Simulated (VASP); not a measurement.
# Cr (Im-3m) in VASP: further runs

The runs below take Cr through single point, with LDA.

Everything below comes from runs of VASP 6.6.1. Logs are shortened: lines on timing, memory, paths and dates and some standing lists are left out, and cuts for length are marked.

## 1. The cell of the first run

It takes space group Im-3m (No. 229, cubic). Conventional cell: a = 2.788 Å, b = 2.788 Å, c = 2.788 Å, α = 90.00°, β = 90.00°, γ = 90.00°. Cr (site symmetry m-3m) has 14 Cr at 2.41 to 2.79 Å within 3.2 Å.

## 2. Single point, LDA

INCAR reads:

```
PREC = Accurate
ENCUT = 500
EDIFF = 1E-6
ISMEAR = 1
SIGMA = 0.01
LREAL = False
LASPH = True
NELM = 120
ALGO = Normal
ISIF = 2
LWAVE = False
LCHARG = False
NBANDS = 12
GGA_COMPAT = False
```

KPOINTS reads:

```
Automatic mesh
0
Gamma
  16 16 16
```

POSCAR reads:

```
Cr
1.0
   -1.3942485114      1.3942485114      1.3942485114
    1.3942485114     -1.3942485114      1.3942485114
    1.3942485114      1.3942485114     -1.3942485114
Cr
1
Direct
    0.0000000000      0.0000000000      0.0000000000
```

Potentials or basis: VASP PAW LDA potentials, release 64 (Cr_pv).

Command:

```
cat potpaw_LDA.64/Cr_pv/POTCAR > POTCAR
mpirun -np 1 vasp_std > vasp.out
```

OUTCAR:

```text
PREC = Accurate
   ENCUT = 500
   EDIFF = 1E-6
   ISMEAR = 1
   LREAL = False
   LASPH = True
   NELM = 120
   ISIF = 2

 ion  position               nearest neighbor table
   1  0.000  0.000  0.000-

  LATTYP: Found a body centered cubic cell.
 ALAT       =     2.7884970228

  Lattice vectors:

 A1 = (  -1.3942485114,   1.3942485114,   1.3942485114)
 A2 = (   1.3942485114,  -1.3942485114,   1.3942485114)
 A3 = (   1.3942485114,   1.3942485114,  -1.3942485114)

Analysis of symmetry for initial positions (statically):
=====================================================================
 Subroutine PRICEL returns:
 Original cell was already a primitive cell.

 Routine SETGRP: Setting up the symmetry group for a
 body centered cubic supercell.

 Subroutine GETGRP returns: Found 48 space group operations
 (whereof 48 operations were pure point group operations)
 out of a pool of 48 trial point group operations.

The static configuration has the point symmetry O_h .

Analysis of symmetry for dynamics (positions and initial velocities):
=====================================================================
 Subroutine PRICEL returns:
 Original cell was already a primitive cell.

 Routine SETGRP: Setting up the symmetry group for a
 body centered cubic supercell.

 Subroutine GETGRP returns: Found 48 space group operations
 (whereof 48 operations were pure point group operations)
 out of a pool of 48 trial point group operations.

The dynamic configuration has the point symmetry O_h .

 Subroutine INISYM returns: Found 48 space group operations
 (whereof 48 operations are pure point group operations),
 and found     1 'primitive' translations

----------------------------------------------------------------------------------------

                                     Primitive cell

  volume of cell :      10.8413

  direct lattice vectors                    reciprocal lattice vectors
    -1.394248511  1.394248511  1.394248511     0.000000000  0.358616126  0.358616126
     1.394248511 -1.394248511  1.394248511     0.358616126  0.000000000  0.358616126
     1.394248511  1.394248511 -1.394248511     0.358616126  0.358616126  0.000000000

  length of vectors
     2.414909260  2.414909260  2.414909260     0.507159789  0.507159789  0.507159789

  position of ions in fractional coordinates (direct lattice)
     0.000000000  0.000000000  0.000000000

  ion indices of the primitive-cell ions
   primitive index   ion index
                 1           1

----------------------------------------------------------------------------------------

 KPOINTS: Automatic mesh

Automatic generation of k-mesh.
 Grid dimensions read from file:
 generate k-points for:   16   16   16

 Generating k-lattice:

  Cartesian coordinates                     Fractional coordinates (reciprocal lattice)
     0.000000000  0.022413508  0.022413508     0.062500000  0.000000000  0.000000000
     0.022413508  0.000000000  0.022413508     0.000000000  0.062500000  0.000000000
     0.022413508  0.022413508  0.000000000     0.000000000  0.000000000  0.062500000

  Length of vectors
     0.031697487  0.031697487  0.031697487

  Shift w.r.t. Gamma in fractional coordinates (k-lattice)
     0.000000000  0.000000000  0.000000000

 Subroutine IBZKPT returns following result:
 ===========================================

 Found    145 irreducible k-points:

 Following reciprocal coordinates:
            Coordinates               Weight
  0.000000  0.000000  0.000000      1.000000
  0.062500  0.000000  0.000000     12.000000
  0.125000  0.000000  0.000000     12.000000
  0.187500  0.000000  0.000000     12.000000
  0.250000  0.000000  0.000000     12.000000
  0.312500  0.000000  0.000000     12.000000
[... 16 lines left out ...]
  0.187500  0.187500  0.000000     24.000000
  0.250000  0.187500  0.000000     48.000000
 [... further k-points ...]
   k-points           NKPTS =    145   k-points in BZ     NKDIM =    145   number of bands    NBANDS=     12
   number of dos      NEDOS =    301   number of ions     NIONS =      1
   total plane-waves  NPLWV =   5832
   dimension x,y,z NGX =    18 NGY =   18 NGZ =   18
   dimension x,y,z NGXF=    36 NGYF=   36 NGZF=   36
   ions per type =               1
   NGX,Y,Z   is equivalent  to a cutoff of  12.39, 12.39, 12.39 a.u.
   NGXF,Y,Z  is equivalent  to a cutoff of  24.78, 24.78, 24.78 a.u.
 SYSTEM =  unknown system
   PREC   = accura    normal or accurate (medium, high low for compatibility)
   ISTART =      0    job   : 0-new  1-cont  2-samecut
   ICHARG =      2    charge: 1-file 2-atom 10-const
   ISPIN  =      1    spin polarized calculation?
   LNONCOLLINEAR =      F non collinear calculations
   LSORBIT =      F    spin-orbit coupling
   LASPH  =      T    aspherical Exc in radial PAW
   ENCUT  =  500.0 eV  36.75 Ry    6.06 a.u.   4.40  4.40  4.40*2*pi/ulx,y,z
   NELM   =    120;   NELMIN=  2; NELMDL= -5     # of ELM steps
   EDIFF  = 0.1E-05   stopping-criterion for ELM
   LREAL  =      F    real-space projection
   EDIFFG = 0.1E-04   stopping-criterion for IOM
   NSW    =      0    number of steps for IOM
   IBRION =     -1    ionic relax: 0-MD 1-quasi-New 2-CG
   NFREE  =      0    steps in history (QN), initial steepest desc. (CG)
   ISIF   =      2    stress and relaxation
   ISYM   =      2    0-nonsym 1-usesym 2-fastsym
   POTIM  = 0.5000    time-step for ionic-motion
   TEBEG  =    0.0;   TEEND  =   0.0 temperature during run
   PSTRESS=    0.0 pullay stress
   NELECT =      12.0000    total number of electrons
   NUPDOWN=      -1.0000    fix difference up-down
   EMIN   =  10.00;   EMAX   =-10.00  energy-range for DOS
   EFERMI =   0.00;   METHOD = LEGACY
   ISMEAR =     1;   SIGMA  =   0.01  broadening in eV -4-tet -1-fermi 0-gaus
   EFERMI_NEDOS =   21; number of points for ismear=-14 and -15
   IALGO  =     38    algorithm
   IMIX   =      4    mixing-type and parameters
     AMIX     =   0.40;   BMIX     =  1.00
     AMIX_MAG =   1.60;   BMIX_MAG =  1.00
  volume/ion in A,a.u.               =      10.84        73.16
  Fermi-wavevector in a.u.,A,eV,Ry     =   1.693460  3.200176 39.018901  2.867808
  Thomas-Fermi vector in A             =   2.774862
   LORBIT       =      0    0 simple, 1 ext, 2 COOP (PROOUT), +10 PAW based schemes
   GGA     = CA    functional components
   LHFCALC =     F    Hartree Fock is set to
   AEXX    =    0.0000 exact exchange contribution
   IVDW    =     0    specifies the selected vdW correction
   LEPSILON=     F    determine dielectric tensor
   LRPA    =     F    only Hartree local field effects (RPA)
 non-spin polarized calculation
 Methfessel and Paxton  Order N= 1 SIGMA  =   0.01
  energy-cutoff  :      500.00
  volume of cell :       10.84
 maximum number of plane-waves:       285
 NGX is ok and might be reduce to    18
   NGX =  9   NGY =  9   NGZ =  9

 number of electron      12.0000011 magnetization

 Free energy of the ion-electron system (eV)
  ---------------------------------------------------
  ext. energy  EPLUGINS =         0.00000000
  ---------------------------------------------------
  free energy    TOTEN  =       -10.62942976 eV

  energy without entropy =      -10.62945456  energy(sigma->0) =      -10.62943802

 E-fermi :  11.6633     XC(G=0): -14.3784

 val. band max:       11.6556907092   @ k =   0.3750   0.0625   0.0000
 cond. band min:      11.6816468742   @ k =  -0.1875   0.1875   0.1250
 fundamental gap:      0.0259561649
 Fermi energy:        11.6632964227

 k-point     1 :       0.0000    0.0000    0.0000
  band No.  band energies     occupation
      1     -30.5220      2.00000
      2     -30.5220      2.00000
      3     -30.5220      2.00000
      4       3.7269      2.00000
      5      10.7177      2.00000
      6      10.7177      2.00000
      7      10.7177      2.00000
      8      12.8959      0.00000
      9      12.8959      0.00000
     10      17.1040      0.00000
     11      34.5543      0.00000
     12      34.5543      0.00000

 k-point     2 :       0.0625    0.0000    0.0000
  band No.  band energies     occupation
      1     -30.5685      2.00000
      2     -30.5361      2.00000
      3     -30.5226      2.00000
      4       3.9091      2.00000
      5      10.6443      2.00000
      6      10.7057      2.00000
      7      10.8455      2.00000
      8      12.8131      0.00000
      9      12.9009      0.00000
     10      17.1038      0.00000
     11      34.2100      0.00000
     12      34.5221      0.00000

 k-point     3 :       0.1250    0.0000    0.0000
  band No.  band energies     occupation
      1     -30.6991      2.00000
      2     -30.5757      2.00000
      3     -30.5237      2.00000
      4       4.4332      2.00000
      5      10.4400      2.00000
      6      10.6444      2.00000
      7      11.2184      2.00000
      8      12.6357      0.00000
      9      12.9191      0.00000
     10      17.1036      0.00000
     11      33.1906      0.00000
     12      34.2625      0.00000
[... 286 lines left out ...]
 k-point    23 :       0.1875    0.1875    0.0000
  band No.  band energies     occupation
      1     -31.3060      2.00000
      2     -30.7913      2.00000
      3     -30.6044      2.00000
      4       7.3082      2.00000
      5       9.5294      2.00000
      6       9.8670      2.00000
      7      12.3980      0.00000
      8      13.2959      0.00000
      9      14.1281      0.00000
     10      17.1034      0.00000
     11      28.2816      0.00000
     12      29.1241      0.00000

 k-point    24 :       0.2500    0.1875    0.0000
  band No.  band energies     occupation
      1     -31.4214      2.00000
      2     -30.8857      2.00000
      3     -30.6193      2.00000
      4       7.8029      2.00000
      5       9.2934      2.00000
      6      10.0113      2.00000
      7      12.5476      0.00000
      8      13.3985      0.00000
      9      15.2692      0.00000
     10      17.1034      0.00000
     11      26.2866      0.00000
     12      27.9187      0.00000

 [... further k-points ...]

------------------------ aborting loop because EDIFF is reached ----------------------------------------

  FORCE on cell =-STRESS in cart. coord.  units (eV):
  Direction    XX          YY          ZZ          XY          YZ          ZX
  --------------------------------------------------------------------------------------
  -------------------------------------------------------------------------------------
  Total        0.0008424      0.0008424      0.0008424     -0.0000000      0.0000000     -0.0000000
  in kB        0.1244880      0.1244880      0.1244880     -0.0000000      0.0000000     -0.0000000
  external PRESSURE =       0.1244880 kB  Pullay stress =       0.0000000 kB

 VOLUME and BASIS-vectors are now :
 -----------------------------------------------------------------------------
  energy-cutoff  :      500.00
  volume of cell :       10.84
      direct lattice vectors                 reciprocal lattice vectors
    -1.394248511  1.394248511  1.394248511     0.000000000  0.358616126  0.358616126
     1.394248511 -1.394248511  1.394248511     0.358616126  0.000000000  0.358616126
     1.394248511  1.394248511 -1.394248511     0.358616126  0.358616126  0.000000000

 POSITION                                       TOTAL-FORCE (eV/Angst)
 -----------------------------------------------------------------------------------
      0.00000      0.00000      0.00000         0.000000      0.000000     -0.000000
 -----------------------------------------------------------------------------------
    total drift:                                0.000000     -0.000000      0.000000

  FREE ENERGIE OF THE ION-ELECTRON SYSTEM (eV)
  ---------------------------------------------------
  free  energy   TOTEN  =       -10.6294297568 eV

  energy  without entropy=      -10.6294545586  energy(sigma->0) =      -10.62943802
```

Run time: 22 s. Hardware: 1 thread of AMD EPYC 7R13, shared host; peak memory 0.09 GiB.

What came out:

- Free energy: -10.6294 eV
- Pressure: 0.0 GPa
- Band gap on the k mesh: zero (bands 6 and 7 overlap by 3.70 eV)

Levels at points of the mesh, in eV from the Fermi level:
```
           k point  band 2  band 3  band 4  band 5  band 6  band 7  band 8  band 9  band 10  band 11
(0.00, 0.00, 0.00)  -42.19  -42.19   -7.94   -0.95   -0.95   -0.95    1.23    1.23     5.44    22.89
(0.50, 0.00, 0.00)  -42.54  -42.20   -4.70   -2.64    1.27    1.45    1.61    3.19     5.44    10.80
(0.50, 0.50, 0.50)  -42.97  -42.97   -4.70   -4.70    2.76    2.76    2.76    5.44    11.27    11.27
```

Caveat: an empty level that is flat over the whole mesh can mark a ghost state of the potentials, or a narrow d or f band; the run has no spin polarisation, though such a crystal can be magnetic. Spin polarisation is off, so any magnetic state and its effect on volume and gap are missing.

## 3. Single point, LDA

INCAR reads:

```
ALGO = Normal
EDIFF = 1E-6
ENCUT = 500
GGA_COMPAT = F
ISIF = 2
ISMEAR = 1
LASPH = T
LCHARG = F
LREAL = F
LWAVE = F
NBANDS = 12
NELM = 120
PREC = Accurate
SIGMA = 0.03
```

KPOINTS reads:

```
k-points
0
Gamma
  16 16 16
```

POSCAR is that of step 2.

Potentials or basis: VASP PAW LDA potentials, release 64 (Cr_pv).

Command:

```
cat potpaw_LDA.64/Cr_pv/POTCAR > POTCAR
mpirun -np 1 vasp_std > vasp.out
```

OUTCAR:

```text
EDIFF = 1E-6
   ENCUT = 500
   ISIF = 2
   ISMEAR = 1
   LASPH = T
   LREAL = F
   NELM = 120
   PREC = Accurate

 ion  position               nearest neighbor table
   1  0.000  0.000  0.000-

  LATTYP: Found a body centered cubic cell.
 ALAT       =     2.7884970228

  Lattice vectors:

 A1 = (  -1.3942485114,   1.3942485114,   1.3942485114)
 A2 = (   1.3942485114,  -1.3942485114,   1.3942485114)
 A3 = (   1.3942485114,   1.3942485114,  -1.3942485114)

[... 529 lines left out ...]
      3     -30.6166      2.00000
      4       7.8036      2.00000
      5       9.2949      2.00000
      6      10.0126      2.00000
      7      12.5496      0.00000
      8      13.4007      0.00000
      9      15.2712      0.00000
     10      17.1073      0.00000
     11      26.2875      0.00000
     12      27.9193      0.00000

 [... further k-points ...]
[... 5 lines left out ...]
  --------------------------------------------------------------------------------------
  -------------------------------------------------------------------------------------
  Total       -0.0000820     -0.0000820     -0.0000820      0.0000000      0.0000000      0.0000000
  in kB       -0.0121244     -0.0121244     -0.0121244      0.0000000      0.0000000      0.0000000
  external PRESSURE =      -0.0121244 kB  Pullay stress =       0.0000000 kB

 VOLUME and BASIS-vectors are now :
 -----------------------------------------------------------------------------
  energy-cutoff  :      500.00
  volume of cell :       10.84
      direct lattice vectors                 reciprocal lattice vectors
    -1.394248511  1.394248511  1.394248511     0.000000000  0.358616126  0.358616126
     1.394248511 -1.394248511  1.394248511     0.358616126  0.000000000  0.358616126
     1.394248511  1.394248511 -1.394248511     0.358616126  0.358616126  0.000000000

 POSITION                                       TOTAL-FORCE (eV/Angst)
 -----------------------------------------------------------------------------------
      0.00000      0.00000      0.00000         0.000000     -0.000000      0.000000
 -----------------------------------------------------------------------------------
    total drift:                                0.000000     -0.000000      0.000000

  FREE ENERGIE OF THE ION-ELECTRON SYSTEM (eV)
  ---------------------------------------------------
  free  energy   TOTEN  =       -10.6293993202 eV

  energy  without entropy=      -10.6293255476  energy(sigma->0) =      -10.62937473
```

Wall time 27 s (1 thread of AMD EPYC 7R13, shared host); peak memory 0.09 GiB.

Results:

* Free energy: -10.6294 eV
* Pressure: 0.0 GPa
* Band gap on the k mesh: zero (bands 6 and 7 overlap by 3.70 eV)

Caveat: an empty level that is flat over the whole mesh can mark a ghost state of the potentials, or a narrow d or f band; the run has no spin polarisation, though such a crystal can be magnetic.
